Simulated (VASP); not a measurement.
# Zn (Pm-3m) in VASP: a series of runs

Runs on Zn. Level: PBE. Tasks: single point.

Program: VASP 6.6.1. These are calculated values, not measurements. Logs are shortened: lines on timing, memory, paths and dates and some standing lists are left out, and cuts for length are marked.

**1. The cell of the first run**

It takes space group Pm-3m (No. 221, cubic). Conventional cell: a = 2.436 Å, b = 2.436 Å, c = 2.436 Å, α = 90.00°, β = 90.00°, γ = 90.00°. Within 3.2 Å of Zn (site symmetry m-3m) lie 6 Zn at 2.44 Å.

**2. Single point, PBE**

File INCAR:

```
SYSTEM = Zn
PREC = Accurate
ENCUT = 520
EDIFF = 1E-6
ISMEAR = -1
SIGMA = 0.05
LREAL = .FALSE.
LASPH = .TRUE.
NELM = 60
ALGO = Normal
ISIF = 2
LWAVE = .FALSE.
LCHARG = .FALSE.
GGA = PE
NBANDS = 12
```

File KPOINTS:

```
regular mesh
0
G
  9 9 9
  0 0 0
```

File POSCAR:

```
Zn
1.0
    2.4357940649      0.0000000000      0.0000000000
    0.0000000000      2.4357940649      0.0000000000
    0.0000000000      0.0000000000      2.4357940649
Zn
1
Direct
    0.0000000000      0.0000000000      0.0000000000
```

Potentials or basis: VASP PAW PBE potentials, release 64 (Zn).

On the command line:

```console
$ cat potpaw_PBE.64/Zn/POTCAR > POTCAR
$ mpirun -np 1 vasp_std > vasp.out
```

OUTCAR:

```text
SYSTEM = Zn
   PREC = Accurate
   ENCUT = 520
   EDIFF = 1E-6
   ISMEAR = -1
   LREAL = .FALSE.
   LASPH = .TRUE.
   NELM = 60
   ISIF = 2
   GGA = PE

 ion  position               nearest neighbor table
   1  0.000  0.000  0.000-

  LATTYP: Found a simple cubic cell.
 ALAT       =     2.4357940649

  Lattice vectors:

 A1 = (   2.4357940649,   0.0000000000,   0.0000000000)
 A2 = (   0.0000000000,   2.4357940649,   0.0000000000)
 A3 = (   0.0000000000,   0.0000000000,   2.4357940649)

Analysis of symmetry for initial positions (statically):
=====================================================================
 Subroutine PRICEL returns:
 Original cell was already a primitive cell.

 Routine SETGRP: Setting up the symmetry group for a
 simple cubic supercell.

 Subroutine GETGRP returns: Found 48 space group operations
 (whereof 48 operations were pure point group operations)
 out of a pool of 48 trial point group operations.

The static configuration has the point symmetry O_h .

Analysis of symmetry for dynamics (positions and initial velocities):
=====================================================================
 Subroutine PRICEL returns:
 Original cell was already a primitive cell.

 Routine SETGRP: Setting up the symmetry group for a
 simple cubic supercell.

 Subroutine GETGRP returns: Found 48 space group operations
 (whereof 48 operations were pure point group operations)
 out of a pool of 48 trial point group operations.

The dynamic configuration has the point symmetry O_h .

 Subroutine INISYM returns: Found 48 space group operations
 (whereof 48 operations are pure point group operations),
 and found     1 'primitive' translations

----------------------------------------------------------------------------------------

                                     Primitive cell

  volume of cell :      14.4518

  direct lattice vectors                    reciprocal lattice vectors
     2.435794065  0.000000000  0.000000000     0.410543738  0.000000000  0.000000000
     0.000000000  2.435794065  0.000000000     0.000000000  0.410543738  0.000000000
     0.000000000  0.000000000  2.435794065     0.000000000  0.000000000  0.410543738

  length of vectors
     2.435794065  2.435794065  2.435794065     0.410543738  0.410543738  0.410543738

  position of ions in fractional coordinates (direct lattice)
     0.000000000  0.000000000  0.000000000

  ion indices of the primitive-cell ions
   primitive index   ion index
                 1           1

----------------------------------------------------------------------------------------

 KPOINTS: regular mesh

Automatic generation of k-mesh.
 Grid dimensions read from file:
 generate k-points for:    9    9    9

 Generating k-lattice:

  Cartesian coordinates                     Fractional coordinates (reciprocal lattice)
     0.045615971  0.000000000  0.000000000     0.111111111  0.000000000  0.000000000
     0.000000000  0.045615971  0.000000000     0.000000000  0.111111111  0.000000000
     0.000000000  0.000000000  0.045615971     0.000000000  0.000000000  0.111111111

  Length of vectors
     0.045615971  0.045615971  0.045615971

  Shift w.r.t. Gamma in fractional coordinates (k-lattice)
     0.000000000  0.000000000  0.000000000

 Subroutine IBZKPT returns following result:
 ===========================================

 Found     35 irreducible k-points:

 Following reciprocal coordinates:
            Coordinates               Weight
  0.000000  0.000000  0.000000      1.000000
  0.111111  0.000000  0.000000      6.000000
  0.222222  0.000000  0.000000      6.000000
  0.333333  0.000000  0.000000      6.000000
  0.444444  0.000000  0.000000      6.000000
  0.111111  0.111111  0.000000     12.000000
[... 16 lines left out ...]
  0.333333  0.333333  0.111111     24.000000
  0.444444  0.333333  0.111111     48.000000
 [... further k-points ...]
   k-points           NKPTS =     35   k-points in BZ     NKDIM =     35   number of bands    NBANDS=     12
   number of dos      NEDOS =    301   number of ions     NIONS =      1
   total plane-waves  NPLWV =   5832
   dimension x,y,z NGX =    18 NGY =   18 NGZ =   18
   dimension x,y,z NGXF=    36 NGYF=   36 NGZF=   36
   ions per type =               1
   NGX,Y,Z   is equivalent  to a cutoff of  12.29, 12.29, 12.29 a.u.
   NGXF,Y,Z  is equivalent  to a cutoff of  24.57, 24.57, 24.57 a.u.
 SYSTEM =  Zn
   PREC   = accura    normal or accurate (medium, high low for compatibility)
   ISTART =      0    job   : 0-new  1-cont  2-samecut
   ICHARG =      2    charge: 1-file 2-atom 10-const
   ISPIN  =      1    spin polarized calculation?
   LNONCOLLINEAR =      F non collinear calculations
   LSORBIT =      F    spin-orbit coupling
   LASPH  =      T    aspherical Exc in radial PAW
   ENCUT  =  520.0 eV  38.22 Ry    6.18 a.u.   4.53  4.53  4.53*2*pi/ulx,y,z
   NELM   =     60;   NELMIN=  2; NELMDL= -5     # of ELM steps
   EDIFF  = 0.1E-05   stopping-criterion for ELM
   LREAL  =      F    real-space projection
   EDIFFG = 0.1E-04   stopping-criterion for IOM
   NSW    =      0    number of steps for IOM
   IBRION =     -1    ionic relax: 0-MD 1-quasi-New 2-CG
   NFREE  =      0    steps in history (QN), initial steepest desc. (CG)
   ISIF   =      2    stress and relaxation
   ISYM   =      2    0-nonsym 1-usesym 2-fastsym
   POTIM  = 0.5000    time-step for ionic-motion
   TEBEG  =    0.0;   TEEND  =   0.0 temperature during run
   PSTRESS=    0.0 pullay stress
   NELECT =      12.0000    total number of electrons
   NUPDOWN=      -1.0000    fix difference up-down
   EMIN   =  10.00;   EMAX   =-10.00  energy-range for DOS
   EFERMI =   0.00;   METHOD = LEGACY
   ISMEAR =    -1;   SIGMA  =   0.05  broadening in eV -4-tet -1-fermi 0-gaus
   EFERMI_NEDOS =   21; number of points for ismear=-14 and -15
   IALGO  =     38    algorithm
   IMIX   =      4    mixing-type and parameters
     AMIX     =   0.40;   BMIX     =  1.00
     AMIX_MAG =   1.60;   BMIX_MAG =  1.00
  volume/ion in A,a.u.               =      14.45        97.53
  Fermi-wavevector in a.u.,A,eV,Ry     =   1.538726  2.907771 32.214219  2.367678
  Thomas-Fermi vector in A             =   2.645054
   LORBIT       =      0    0 simple, 1 ext, 2 COOP (PROOUT), +10 PAW based schemes
   GGA     = PE    functional components
   LHFCALC =     F    Hartree Fock is set to
   AEXX    =    0.0000 exact exchange contribution
   IVDW    =     0    specifies the selected vdW correction
   LEPSILON=     F    determine dielectric tensor
   LRPA    =     F    only Hartree local field effects (RPA)
 non-spin polarized calculation
  energy-cutoff  :      520.00
  volume of cell :       14.45
 maximum number of plane-waves:       401
 NGX is ok and might be reduce to    18
   NGX =  9   NGY =  9   NGZ =  9

 number of electron      12.0000011 magnetization

 Free energy of the ion-electron system (eV)
  ---------------------------------------------------
  ext. energy  EPLUGINS =         0.00000000
  ---------------------------------------------------
  free energy    TOTEN  =        -0.69033305 eV

  energy without entropy =       -0.68502532  energy(sigma->0) =       -0.68767919

 E-fermi :   3.1543     XC(G=0): -11.7493

 val. band max:        3.1169475427   @ k =   0.4444   0.2222   0.1111
 cond. band min:       3.1636238899   @ k =   0.4444   0.4444   0.0000
 fundamental gap:      0.0466763472
 Fermi energy:         3.1542768325

 k-point     1 :       0.0000    0.0000    0.0000
  band No.  band energies     occupation
      1      -7.3522      2.00000
      2      -5.4358      2.00000
      3      -5.4358      2.00000
      4      -3.7044      2.00000
      5      -3.7044      2.00000
      6      -3.7044      2.00000
      7      17.5050      0.00000
      8      17.5050      0.00000
      9      17.5050      0.00000
     10      20.6005      0.00000
     11      20.6005      0.00000
     12      24.3747      0.00000

 k-point     2 :       0.1111    0.0000    0.0000
  band No.  band energies     occupation
      1      -7.0347      2.00000
      2      -5.4131      2.00000
      3      -5.3272      2.00000
      4      -3.7669      2.00000
      5      -3.7669      2.00000
      6      -3.6992      2.00000
      7      13.8575      0.00000
      8      17.8941      0.00000
      9      17.8941      0.00000
     10      20.8153      0.00000
     11      22.7154      0.00000
     12      26.5928      0.00000

 k-point     3 :       0.2222    0.0000    0.0000
  band No.  band energies     occupation
      1      -6.2109      2.00000
      2      -5.3552      2.00000
      3      -4.9123      2.00000
      4      -3.9218      2.00000
      5      -3.9218      2.00000
      6      -3.6860      2.00000
      7       9.3212      0.00000
      8      19.0222      0.00000
      9      19.0222      0.00000
     10      21.4704      0.00000
     11      23.6072      0.00000
     12      32.1523      0.00000

 k-point     4 :       0.3333    0.0000    0.0000
  band No.  band energies     occupation
      1      -5.5164      2.00000
      2      -5.2888      2.00000
      3      -4.0928      2.00000
      4      -4.0928      2.00000
      5      -3.6710      2.00000
      6      -3.6665      2.00000
      7       5.2212      0.00000
      8      20.7700      0.00000
      9      20.7700      0.00000
     10      22.5902      0.00000
     11      24.3875      0.00000
     12      29.6382      0.00000

 k-point     5 :       0.4444    0.0000    0.0000
  band No.  band energies     occupation
      1      -5.2581      2.00000
      2      -5.2451      2.00000
      3      -4.2015      2.00000
      4      -4.2015      2.00000
      5      -3.6612      2.00000
      6      -1.4641      2.00000
      7       1.7123      2.00000
      8      22.7599      0.00000
      9      22.7599      0.00000
     10      24.1291      0.00000
     11      25.0590      0.00000
     12      26.8788      0.00000
[... 228 lines left out ...]
      1      -5.0476      2.00000
      2      -4.8035      2.00000
      3      -4.4989      2.00000
      4      -4.1921      2.00000
      5      -3.9479      2.00000
      6      -2.1767      2.00000
      7       6.6443      0.00000
      8      12.7045      0.00000
      9      18.1543      0.00000
     10      21.2742      0.00000
     11      26.2889      0.00000
     12      29.6047      0.00000

 k-point    22 :       0.4444    0.2222    0.1111
  band No.  band energies     occupation
      1      -4.9629      2.00000
      2      -4.8321      2.00000
      3      -4.4185      2.00000
      4      -4.3078      2.00000
      5      -3.9199      2.00000
      6       0.1366      2.00000
      7       3.1169      1.35687
      8      14.7269      0.00000
      9      17.6695      0.00000
     10      20.6597      0.00000
     11      23.2449      0.00000
     12      31.5035      0.00000

 k-point    23 :       0.3333    0.3333    0.1111
  band No.  band energies     occupation
      1      -5.0328      2.00000
      2      -4.9263      2.00000
      3      -4.1863      2.00000
      4      -4.1762      2.00000
      5      -3.9779      2.00000
      6      -0.6860      2.00000
      7       7.0599      0.00000
      8       9.7610      0.00000
      9      17.0103      0.00000
     10      20.1289      0.00000
     11      27.5560      0.00000
     12      28.2814      0.00000

 k-point    24 :       0.4444    0.3333    0.1111
  band No.  band energies     occupation
      1      -5.1668      2.00000
      2      -4.8713      2.00000
      3      -4.2716      2.00000
      4      -4.1485      2.00000
      5      -3.7618      2.00000
      6       1.5515      2.00000
      7       4.4338      0.00000
      8      10.8624      0.00000
      9      13.9732      0.00000
     10      22.1272      0.00000
     11      24.7762      0.00000
     12      30.1123      0.00000

 [... further k-points ...]

------------------------ aborting loop because EDIFF is reached ----------------------------------------

  FORCE on cell =-STRESS in cart. coord.  units (eV):
  Direction    XX          YY          ZZ          XY          YZ          ZX
  --------------------------------------------------------------------------------------
  -------------------------------------------------------------------------------------
  Total        1.8451823      1.8451823      1.8451823     -0.0000000      0.0000000     -0.0000000
  in kB      204.5635032    204.5635032    204.5635032     -0.0000000      0.0000000     -0.0000000
  external PRESSURE =     204.5635032 kB  Pullay stress =       0.0000000 kB

 VOLUME and BASIS-vectors are now :
 -----------------------------------------------------------------------------
  energy-cutoff  :      520.00
  volume of cell :       14.45
      direct lattice vectors                 reciprocal lattice vectors
     2.435794065  0.000000000  0.000000000     0.410543738  0.000000000  0.000000000
     0.000000000  2.435794065  0.000000000     0.000000000  0.410543738  0.000000000
     0.000000000  0.000000000  2.435794065     0.000000000  0.000000000  0.410543738

 POSITION                                       TOTAL-FORCE (eV/Angst)
 -----------------------------------------------------------------------------------
      0.00000      0.00000      0.00000         0.000000      0.000000      0.000000
 -----------------------------------------------------------------------------------
    total drift:                                0.000000      0.000000      0.000000

  FREE ENERGIE OF THE ION-ELECTRON SYSTEM (eV)
  ---------------------------------------------------
  free  energy   TOTEN  =        -0.6903330534 eV

  energy  without entropy=       -0.6850253189  energy(sigma->0) =       -0.68767919
```

Wall time 2.9 s (1 thread of Intel Xeon 6975P-C (Granite Rapids), shared host); peak memory 0.11 GiB.

What came out:

- Free energy: -0.6903 eV
- Pressure: 20.5 GPa
- Band gap on the k mesh: zero (band 6 reaches 7.94 eV, above the bottom of band 7 at 1.71 eV)

**3. Single point, PBE**

This run uses another cell than the first one, of 15.75 Å³/atom, 1.090 times its volume.

File INCAR:

```
ALGO = Normal
EDIFF = 1E-6
ENCUT = 520
GGA = PE
ISIF = 2
ISMEAR = -1
LASPH = T
LCHARG = F
LREAL = F
LWAVE = F
NBANDS = 12
NELM = 60
PREC = Accurate
SIGMA = 0.05
```

File KPOINTS:

```
k-points
0
Gamma
  9 9 9
```

File POSCAR:

```
Zn
1.0
    2.5066894393      0.0000000000      0.0000000000
    0.0000000000      2.5066894393      0.0000000000
    0.0000000000      0.0000000000      2.5066894393
Zn
1
Direct
    0.0000000000      0.0000000000      0.0000000000
```

Potentials or basis: VASP PAW PBE potentials, release 64 (Zn).

On the command line:

```console
$ cat potpaw_PBE.64/Zn/POTCAR > POTCAR
$ mpirun -np 1 vasp_std > vasp.out
```

OUTCAR:

```text
EDIFF = 1E-6
   ENCUT = 520
   GGA = PE
   ISIF = 2
   ISMEAR = -1
   LASPH = T
   LREAL = F
   NELM = 60
   PREC = Accurate

 ion  position               nearest neighbor table
   1  0.000  0.000  0.000-

  LATTYP: Found a simple cubic cell.
 ALAT       =     2.5066894393

  Lattice vectors:

 A1 = (   2.5066894393,   0.0000000000,   0.0000000000)
 A2 = (   0.0000000000,   2.5066894393,   0.0000000000)
 A3 = (   0.0000000000,   0.0000000000,   2.5066894393)

Analysis of symmetry for initial positions (statically):
[... 528 lines left out ...]
      4      -4.5803      2.00000
      5      -4.2436      2.00000
      6       1.0047      2.00000
      7       3.7842      0.00000
      8       9.7020      0.00000
      9      12.8845      0.00000
     10      20.4494      0.00000
     11      23.0455      0.00000
     12      27.9741      0.00000

 [... further k-points ...]
[... 5 lines left out ...]
  --------------------------------------------------------------------------------------
  -------------------------------------------------------------------------------------
  Total        1.0156372      1.0156372      1.0156372      0.0000000     -0.0000000      0.0000000
  in kB      103.3112408    103.3112408    103.3112408      0.0000000     -0.0000000      0.0000000
  external PRESSURE =     103.3112408 kB  Pullay stress =       0.0000000 kB

 VOLUME and BASIS-vectors are now :
 -----------------------------------------------------------------------------
  energy-cutoff  :      520.00
  volume of cell :       15.75
      direct lattice vectors                 reciprocal lattice vectors
     2.506689439  0.000000000  0.000000000     0.398932546  0.000000000  0.000000000
     0.000000000  2.506689439  0.000000000     0.000000000  0.398932546  0.000000000
     0.000000000  0.000000000  2.506689439     0.000000000  0.000000000  0.398932546

 POSITION                                       TOTAL-FORCE (eV/Angst)
 -----------------------------------------------------------------------------------
      0.00000      0.00000      0.00000         0.000000      0.000000      0.000000
 -----------------------------------------------------------------------------------
    total drift:                                0.000000      0.000000      0.000000

  FREE ENERGIE OF THE ION-ELECTRON SYSTEM (eV)
  ---------------------------------------------------
  free  energy   TOTEN  =        -0.8125550419 eV

  energy  without entropy=       -0.8074230064  energy(sigma->0) =       -0.80998902
```

Run time: 3.3 s. Hardware: 1 thread of Intel Xeon 6975P-C (Granite Rapids), shared host; peak memory 0.11 GiB.

What came out:

```yaml
Free_energy: -0.8126 eV
Pressure: 10.3 GPa
Band_gap_on_the_k_mesh: zero (band 6 reaches 7.02 eV, above the bottom of band 7 at 1.11 eV)
```

Levels at points of the mesh, in eV from the Fermi level:
```tsv
k point	band 4	band 5	band 6	band 7	band 8	band 9
(0.00, 0.00, 0.00)	-6.75	-6.75	-6.75	13.57	13.57	13.57
```
